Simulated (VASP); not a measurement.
A run of VASP 6.6.1 is set up as follows.

File INCAR:

```
SYSTEM = Al9H
ALGO     = Normal         ! electronic algorithm
DIPOL    = 0.5 0.5 0.297
EDIFF    = 1E-7           ! SCF threshold, eV
ENCUT    = 520            ! plane-wave cutoff, eV
GGA      = PE             ! functional
IDIPOL   = 3            
ISIF     = 2              ! what is computed and relaxed
ISMEAR   = 0              ! smearing method
LASPH    = .TRUE.         ! aspherical terms in the spheres
LCHARG   = .TRUE.         ! write CHGCAR
LDIPOL   = .TRUE.       
LELF     = .TRUE.         ! ELF
LREAL    = Auto         
LVACPOTAV= .TRUE.       
LVHAR    = .TRUE.       
LWAVE    = .FALSE.        ! write WAVECAR
NBANDS   = 44             ! bands
NELM     = 60             ! most SCF steps
PREC     = Accurate       ! precision mode
SIGMA    = 0.1            ! smearing width, eV
```

The input KPOINTS:

```
k-points
0
G
  5 3 1
  0 0 0
```

Contents of POSCAR:

```
Al9H
1.0
    5.7070863109      0.0000000000      0.0000000000
   -1.4267715777      9.7014842373      0.0000000000
    0.0000000000      0.0000000000     22.7903703632
Al H
18 2
Direct
    0.2662216041      0.0648864163      0.1755127247
    0.7662216041      0.0648864163      0.1755127247
    0.3354806058      0.3419224231      0.2192029853
    0.8354806058      0.3419224231      0.2192029853
    0.1493324061      0.5973296244      0.2279410374
    0.6493324061      0.5973296244      0.2279410374
    0.4631842064      0.8527368258      0.2366790895
    0.9631842064      0.8527368258      0.2366790895
    0.0319772084      0.1277109167      0.2808262503
    0.5319772084      0.1277109167      0.2808262503
    0.0997917590      0.4042231279      0.3301071124
    0.5997917590      0.4042231279      0.3301071124
    0.4144000530      0.6596656505      0.3369822082
    0.9144000530      0.6596656505      0.3369822082
    0.2263076920      0.9110819249      0.3449259127
    0.7263076920      0.9110819249      0.3449259127
    0.2962427236      0.1814071990      0.3857054635
    0.7962427236      0.1814071990      0.3857054635
    0.4193609451      0.9110819249      0.4335326809
    0.5332544390      0.9110819249      0.4335326809
```

Potentials or basis: VASP PAW PBE potentials, release 64 (Al, H).

Launch:

```bash
$ cat potpaw_PBE.64/Al/POTCAR potpaw_PBE.64/H/POTCAR > POTCAR
$ mpirun -np 1 vasp_std > vasp.out
```

Predict the largest force.

5.302 eV/Å.

What does it give for the band gap on the k mesh?

Zero (bands 28 and 29 overlap by 0.74 eV).

Forces in eV/Å, atoms in the order of the input:
```
Al  -0.092  0.162  0.052
Al   0.083  0.144  0.064
Al  -0.053  0.062  0.046
Al   0.071  0.077  0.029
Al   0.002 -0.058  0.029
Al  -0.011 -0.085  0.010
Al  -0.023 -0.136 -0.167
Al   0.025 -0.124 -0.118
Al  -0.017  0.038 -0.003
Al   0.016  0.014  0.041
Al  -0.018 -0.049 -0.017
Al   0.022  0.000 -0.025
Al  -0.038 -0.077 -0.072
Al   0.025  0.004  0.006
Al  -0.409 -0.041 -0.425
Al   0.407  0.025 -0.416
Al  -0.082  0.111 -0.035
Al   0.080  0.068 -0.011
H   -5.266 -0.079  0.499
H    5.277 -0.055  0.511
```
